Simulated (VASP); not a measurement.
# BeBi3 (P6_3/mmc) in VASP: further runs

The runs below take BeBi3 through single point, relaxation of cell and atoms, with PBE.

Everything below comes from runs of VASP 6.6.1. Logs are shortened: lines on timing, memory, paths and dates and some standing lists are left out, and cuts for length are marked.

### 1 The cell of the first run

Symmetry: P6_3/mmc, No. 194, hexagonal system. Conventional cell: a = 6.630 Å, b = 6.630 Å, c = 5.322 Å, α = 90.00°, β = 90.00°, γ = 120.00°. Be (site symmetry -6m2) has 12 Bi at 3.28 to 3.32 Å within 4.3 Å. Within 4.3 Å of Bi (site symmetry mm2) lie 4 Be at 3.28 to 3.32 Å and 8 Bi at 3.28 to 3.32 Å.

### 2 Single point, PBE

The input, INCAR:

```
ALGO = Fast
EDIFF = 1E-6
ENCUT = 520
GGA = PE
ISIF = 2
ISMEAR = 0
LASPH = T
LCHARG = F
LREAL = F
LWAVE = F
NBANDS = 57
NELM = 100
PREC = Accurate
SIGMA = 0.1
```

The input, KPOINTS:

```
k-points
0
Gamma
  3 3 4
```

The input, POSCAR:

```
BeBi3
1.0
    6.6302698981      0.0000000000      0.0000000000
   -3.3151349491      5.7419821657      0.0000000000
    0.0000000000      0.0000000000      5.3218145930
Be Bi
2 6
Direct
    0.3333333333      0.6666666667      0.2500000000
    0.6666666667      0.3333333333      0.7500000000
    0.8330000000      0.6660000000      0.2500000000
    0.1670000000      0.8330000000      0.7500000000
    0.3340000000      0.1670000000      0.2500000000
    0.1670000000      0.3340000000      0.7500000000
    0.8330000000      0.1670000000      0.2500000000
    0.6660000000      0.8330000000      0.7500000000
```

Potentials or basis: VASP PAW PBE potentials, release 64 (Be, Bi_d).

On the command line:

```
cat potpaw_PBE.64/Be/POTCAR potpaw_PBE.64/Bi_d/POTCAR > POTCAR
mpirun -np 1 vasp_std > vasp.out
```

OUTCAR:

```text
EDIFF = 1E-6
   ENCUT = 520
   GGA = PE
   ISIF = 2
   ISMEAR = 0
   LASPH = T
   LREAL = F
   NELM = 100
   PREC = Accurate

 ion  position               nearest neighbor table
   1  0.333  0.667  0.250-
   2  0.667  0.333  0.750-
   3  0.833  0.666  0.250-   4 3.28   4 3.28   8 3.28   8 3.28   5 3.31   7 3.31   5 3.32   7 3.32

   4  0.167  0.833  0.750-   3 3.28   3 3.28   5 3.28   5 3.28   8 3.31   6 3.31   8 3.32   6 3.32

   5  0.334  0.167  0.250-   4 3.28   4 3.28   6 3.28   6 3.28   3 3.31   7 3.31   3 3.32   7 3.32

   6  0.167  0.334  0.750-   7 3.28   7 3.28   5 3.28   5 3.28   8 3.31   4 3.31   8 3.32   4 3.32

   7  0.833  0.167  0.250-   6 3.28   6 3.28   8 3.28   8 3.28   5 3.31   3 3.31   5 3.32   3 3.32

   8  0.666  0.833  0.750-   7 3.28   7 3.28   3 3.28   3 3.28   6 3.31   4 3.31   6 3.32   4 3.32

  LATTYP: Found a hexagonal cell.
 ALAT       =     6.6302698981
 C/A-ratio  =     0.8026542923

  Lattice vectors:

 A1 = (   6.6302698981,   0.0000000000,   0.0000000000)
 A2 = (  -3.3151349491,   5.7419821657,   0.0000000000)
 A3 = (   0.0000000000,   0.0000000000,   5.3218145930)

Analysis of symmetry for initial positions (statically):
=====================================================================
 Subroutine PRICEL returns:
 Original cell was already a primitive cell.

 Routine SETGRP: Setting up the symmetry group for a
 hexagonal supercell.

 Subroutine GETGRP returns: Found 24 space group operations
 (whereof 12 operations were pure point group operations)
 out of a pool of 24 trial point group operations.

The static configuration has the point symmetry D_3d.
 The point group associated with its full space group is D_6h.

Analysis of symmetry for dynamics (positions and initial velocities):
=====================================================================
 Subroutine PRICEL returns:
 Original cell was already a primitive cell.

 Routine SETGRP: Setting up the symmetry group for a
 hexagonal supercell.

 Subroutine GETGRP returns: Found 24 space group operations
 (whereof 12 operations were pure point group operations)
 out of a pool of 24 trial point group operations.

The dynamic configuration has the point symmetry D_3d.
 The point group associated with its full space group is D_6h.

 Subroutine INISYM returns: Found 24 space group operations
 (whereof 12 operations are pure point group operations),
 and found     1 'primitive' translations

[... 95 lines left out ...]
   NFREE  =      0    steps in history (QN), initial steepest desc. (CG)
   ISIF   =      2    stress and relaxation
   ISYM   =      2    0-nonsym 1-usesym 2-fastsym
   POTIM  = 0.5000    time-step for ionic-motion
   TEBEG  =    0.0;   TEEND  =   0.0 temperature during run
   PSTRESS=    0.0 pullay stress
   NELECT =      94.0000    total number of electrons
   NUPDOWN=      -1.0000    fix difference up-down
   EMIN   =  10.00;   EMAX   =-10.00  energy-range for DOS
   EFERMI =   0.00;   METHOD = LEGACY
   ISMEAR =     0;   SIGMA  =   0.10  broadening in eV -4-tet -1-fermi 0-gaus
   EFERMI_NEDOS =   21; number of points for ismear=-14 and -15
   IALGO  =     68    algorithm
   IMIX   =      4    mixing-type and parameters
     AMIX     =   0.40;   BMIX     =  1.00
     AMIX_MAG =   1.60;   BMIX_MAG =  1.00
  volume/ion in A,a.u.               =      25.33       170.91
  Fermi-wavevector in a.u.,A,eV,Ry     =   1.267360  2.394962 21.853682  1.606200
  Thomas-Fermi vector in A             =   2.400512
   LORBIT       =      0    0 simple, 1 ext, 2 COOP (PROOUT), +10 PAW based schemes
   GGA     = PE    functional components
   LHFCALC =     F    Hartree Fock is set to
   AEXX    =    0.0000 exact exchange contribution
   IVDW    =     0    specifies the selected vdW correction
   LEPSILON=     F    determine dielectric tensor
   LRPA    =     F    only Hartree local field effects (RPA)
 non-spin polarized calculation
 RMM-DIIS sequential band-by-band and
 Gauss-broadening in eV      SIGMA  =   0.10
  energy-cutoff  :      520.00
  volume of cell :      202.61
 maximum number of plane-waves:      5491
 NGX is ok and might be reduce to    50
   NGX = 25   NGY = 25   NGZ = 19

 number of electron      94.0000032 magnetization

 Free energy of the ion-electron system (eV)
  ---------------------------------------------------
  ext. energy  EPLUGINS =         0.00000000
  ---------------------------------------------------
  free energy    TOTEN  =       -25.73038534 eV

  energy without entropy =      -25.71420685  energy(sigma->0) =      -25.72229610

 E-fermi :   8.1163     XC(G=0): -10.3721

 val. band max:        7.9776197721   @ k =   0.0000   0.0000   0.0000
 cond. band min:       8.1476369325   @ k =   0.0000   0.0000   0.2500
 fundamental gap:      0.1700171604
 Fermi energy:         8.1162525810

 k-point     1 :       0.0000    0.0000    0.0000
  band No.  band energies     occupation
      1     -15.1467      2.00000
      2     -15.1069      2.00000
      3     -15.1069      2.00000
      4     -15.1006      2.00000
      5     -15.0604      2.00000
      6     -15.0360      2.00000
[... 529 lines left out ...]
     56      11.0231      0.00000
     57      11.1182      0.00000

------------------------ aborting loop because EDIFF is reached ----------------------------------------

  FORCE on cell =-STRESS in cart. coord.  units (eV):
  Direction    XX          YY          ZZ          XY          YZ          ZX
  --------------------------------------------------------------------------------------
  -------------------------------------------------------------------------------------
  Total        7.3985687      7.3985687      5.9207652     -0.0000000      0.0000000      0.0000000
  in kB       58.5066874     58.5066874     46.8204553     -0.0000000      0.0000000      0.0000000
  external PRESSURE =      54.6112767 kB  Pullay stress =       0.0000000 kB

 VOLUME and BASIS-vectors are now :
 -----------------------------------------------------------------------------
  energy-cutoff  :      520.00
  volume of cell :      202.61
      direct lattice vectors                 reciprocal lattice vectors
     6.630269898  0.000000000  0.000000000     0.150823423  0.087077944  0.000000000
    -3.315134949  5.741982166  0.000000000     0.000000000  0.174155887  0.000000000
     0.000000000  0.000000000  5.321814593     0.000000000  0.000000000  0.187905832

 POSITION                                       TOTAL-FORCE (eV/Angst)
 -----------------------------------------------------------------------------------
     -0.00000      3.82799      1.33045         0.000000      0.000000     -0.000000
      3.31513      1.91399      3.99136         0.000000     -0.000000     -0.000000
      3.31513      3.82416      1.33045         0.000000     -0.669541      0.000000
     -1.65425      4.78307      3.99136         0.579840     -0.334771     -0.000000
      1.66088      0.95891      1.33045         0.579840      0.334771     -0.000000
     -0.00000      1.91782      3.99136        -0.000000      0.669541     -0.000000
      4.96939      0.95891      1.33045        -0.579840      0.334771      0.000000
      1.65425      4.78307      3.99136        -0.579840     -0.334771      0.000000
 -----------------------------------------------------------------------------------
    total drift:                               -0.000000      0.000000      0.000000

  FREE ENERGIE OF THE ION-ELECTRON SYSTEM (eV)
  ---------------------------------------------------
  free  energy   TOTEN  =       -25.7303853437 eV

  energy  without entropy=      -25.7142068497  energy(sigma->0) =      -25.72229610
```

stdout:

```text
POSCAR found type information on POSCAR BeBi
 POSCAR found :  2 types and       8 ions
 scaLAPACK will be used
 LDA part: xc-table for (Slater+PW92), standard interpolation
 POSCAR, INCAR and KPOINTS ok, starting setup
 FFT: planning ... GRIDC
 FFT: planning ... GRID_SOFT
 FFT: planning ... GRID
 WAVECAR not read
 entering main loop
```

Run time: 74 s. Hardware: 1 thread of Intel Xeon 6975P-C (Granite Rapids), shared host; peak memory 0.34 GiB.

What came out:

```
Free energy            : -25.7304 eV
Pressure               : 5.5 GPa
Largest force          : 0.670 eV/Å
Band gap on the k mesh : zero (bands 47 and 48 overlap by 3.08 eV)
```

Forces on the atoms (eV/Å):
```
Be   0.000  0.000  0.000
Be   0.000  0.000  0.000
Bi   0.000 -0.670  0.000
Bi   0.580 -0.335  0.000
Bi   0.580  0.335  0.000
Bi   0.000  0.670  0.000
Bi  -0.580  0.335  0.000
Bi  -0.580 -0.335  0.000
```

Levels at points of the mesh, in eV from the Fermi level:
```csv
k point,band 43,band 44,band 45,band 46,band 47,band 48,band 49,band 50,band 51,band 52
"(0.00, 0.00, 0.00)",-2.10,-2.02,-2.02,-1.06,-0.31,-0.14,0.76,0.76,0.98,1.54
"(0.00, 0.00, 0.50)",-3.24,-3.24,0.88,0.88,2.59,2.59,2.64,2.64,2.64,2.64
```

Caveat: the k points lie up to 0.36 Å⁻¹ apart, too coarse for converged energies and pressures of a metal; spin-orbit coupling is left out, which moves the levels of the heavy elements.

### 3 Single point, PBE

This run uses another cell than the first one, of 30.58 Å³/atom.

The input, INCAR:

```
SYSTEM = BeBi3
PREC = Accurate
ENCUT = 520
EDIFF = 1E-6
ISMEAR = 0
SIGMA = 0.1
LREAL = .False.
LASPH = .True.
NELM = 100
ALGO = Fast
ISIF = 2
LWAVE = .False.
LCHARG = .False.
GGA = PE
NBANDS = 57
```

The input, KPOINTS:

```
regular mesh
0
Gamma
  3 3 4
  0 0 0
```

The input, POSCAR:

```
BeBi3
1.0
    8.5675841800      0.0000000000      0.0000000000
   -4.2837920901      7.4197455490      0.0000000000
    0.0000000000      0.0000000000      3.8484705503
Be Bi
2 6
Direct
    0.3333333333      0.6666666667      0.2500000000
    0.6666666667      0.3333333333      0.7500000000
    0.7917472614      0.5834945229      0.2500000000
    0.2082527386      0.7917472614      0.7500000000
    0.4165054771      0.2082527386      0.2500000000
    0.2082527386      0.4165054771      0.7500000000
    0.7917472614      0.2082527386      0.2500000000
    0.5834945229      0.7917472614      0.7500000000
```

Potentials or basis: VASP PAW PBE potentials, release 64 (Be, Bi_d).

On the command line:

```
cat potpaw_PBE.64/Be/POTCAR potpaw_PBE.64/Bi_d/POTCAR > POTCAR
mpirun -np 1 vasp_std > vasp.out
```

OUTCAR:

```text
SYSTEM = BeBi3
   PREC = Accurate
   ENCUT = 520
   EDIFF = 1E-6
   ISMEAR = 0
   LREAL = .False.
   LASPH = .True.
   NELM = 100
   ISIF = 2
   GGA = PE

 ion  position               nearest neighbor table
   1  0.333  0.667  0.250-   4 2.67   4 2.67   8 2.67   8 2.67   6 2.67   6 2.67
   2  0.667  0.333  0.750-   7 2.67   7 2.67   5 2.67   5 2.67   3 2.67   3 2.67
   3  0.792  0.583  0.250-   2 2.67   2 2.67   5 3.21   7 3.21   8 3.64   8 3.64   4 3.64   4 3.64

   4  0.208  0.792  0.750-   1 2.67   1 2.67   8 3.21   6 3.21   3 3.64   3 3.64   5 3.64   5 3.64

[... 745 lines left out ...]
  Total       -0.0764089     -0.0764089     -0.0648391      0.0000000     -0.0000000      0.0000000
  in kB       -0.5004019     -0.5004019     -0.4246310      0.0000000     -0.0000000      0.0000000
  external PRESSURE =      -0.4751449 kB  Pullay stress =       0.0000000 kB

 VOLUME and BASIS-vectors are now :
 -----------------------------------------------------------------------------
  energy-cutoff  :      520.00
  volume of cell :      244.64
      direct lattice vectors                 reciprocal lattice vectors
     8.567584180  0.000000000  0.000000000     0.116719017  0.067387756  0.000000000
    -4.283792090  7.419745549  0.000000000     0.000000000  0.134775511  0.000000000
     0.000000000  0.000000000  3.848470550     0.000000000  0.000000000  0.259843485

 POSITION                                       TOTAL-FORCE (eV/Angst)
 -----------------------------------------------------------------------------------
     -0.00000      4.94650      0.96212        -0.000000      0.000000     -0.000000
      4.28379      2.47325      2.88635         0.000000     -0.000000     -0.000000
      4.28379      4.32938      0.96212         0.000000     -0.002336      0.000000
     -1.60746      5.87456      2.88635         0.002023     -0.001168      0.000000
      2.67633      1.54518      0.96212         0.002023      0.001168     -0.000000
      0.00000      3.09036      2.88635        -0.000000      0.002336     -0.000000
      5.89125      1.54518      0.96212        -0.002023      0.001168      0.000000
      1.60746      5.87456      2.88635        -0.002023     -0.001168     -0.000000
 -----------------------------------------------------------------------------------
    total drift:                               -0.000000      0.000000      0.000000

  FREE ENERGIE OF THE ION-ELECTRON SYSTEM (eV)
  ---------------------------------------------------
  free  energy   TOTEN  =       -28.5374769607 eV

  energy  without entropy=      -28.5103866622  energy(sigma->0) =      -28.52393181
```

OSZICAR:

```text
N       E                     dE             d eps       ncg     rms          rms(c)
DAV:   1     0.114790146535E+04    0.11479E+04   -0.47365E+04  1050   0.191E+03
DAV:   2     0.119752127626E+03   -0.10281E+04   -0.10065E+04  1026   0.539E+02
DAV:   3    -0.211259979068E+02   -0.14088E+03   -0.13620E+03  1166   0.214E+02
DAV:   4    -0.291793539323E+02   -0.80534E+01   -0.79387E+01  1210   0.521E+01
DAV:   5    -0.295641180743E+02   -0.38476E+00   -0.38453E+00  1291   0.105E+01    0.340E+00
RMM:   6    -0.285397816183E+02    0.10243E+01   -0.23065E+00  1189   0.439E+00    0.141E+00
RMM:   7    -0.285400017794E+02   -0.22016E-03   -0.12767E+00  1274   0.273E+00    0.646E-01
RMM:   8    -0.285386988082E+02    0.13030E-02   -0.15459E-01  1192   0.187E+00    0.276E-01
RMM:   9    -0.285365035910E+02    0.21952E-02   -0.48505E-02  1435   0.101E+00    0.911E-02
RMM:  10    -0.285370170648E+02   -0.51347E-03   -0.84051E-03  1446   0.445E-01    0.617E-02
RMM:  11    -0.285373929571E+02   -0.37589E-03   -0.17707E-03  1582   0.195E-01    0.148E-02
RMM:  12    -0.285374516861E+02   -0.58729E-04   -0.34662E-04  1582   0.722E-02    0.927E-03
RMM:  13    -0.285374732051E+02   -0.21519E-04   -0.93782E-05  1400   0.438E-02    0.449E-03
RMM:  14    -0.285374760583E+02   -0.28532E-05   -0.31018E-05  1351   0.215E-02    0.328E-03
RMM:  15    -0.285374769607E+02   -0.90239E-06   -0.69091E-06   954   0.125E-02
   1 F= -.28537477E+02 E0= -.28523932E+02  d E =-.270903E-01
```

It took 89 s on 1 thread of Intel Xeon 6975P-C (Granite Rapids), shared host; peak memory 0.39 GiB.

Results:

```
Free energy            : -28.5375 eV
Pressure               : 0.0 GPa
Band gap on the k mesh : zero (bands 47 and 48 overlap by 2.24 eV)
```

Forces on the atoms (eV/Å):
```
Be   0.000  0.000  0.000
Be   0.000  0.000  0.000
Bi   0.000 -0.002  0.000
Bi   0.002 -0.001  0.000
Bi   0.002  0.001  0.000
Bi   0.000  0.002  0.000
Bi  -0.002  0.001  0.000
Bi  -0.002 -0.001  0.000
```

Caveat: the k points lie up to 0.41 Å⁻¹ apart, too coarse for converged energies and pressures of a metal; spin-orbit coupling is left out, which moves the levels of the heavy elements.

(Continued in part 2 of 2.)

The gap in the log of VASP goes by the Fermi energy; the results here count the filled bands.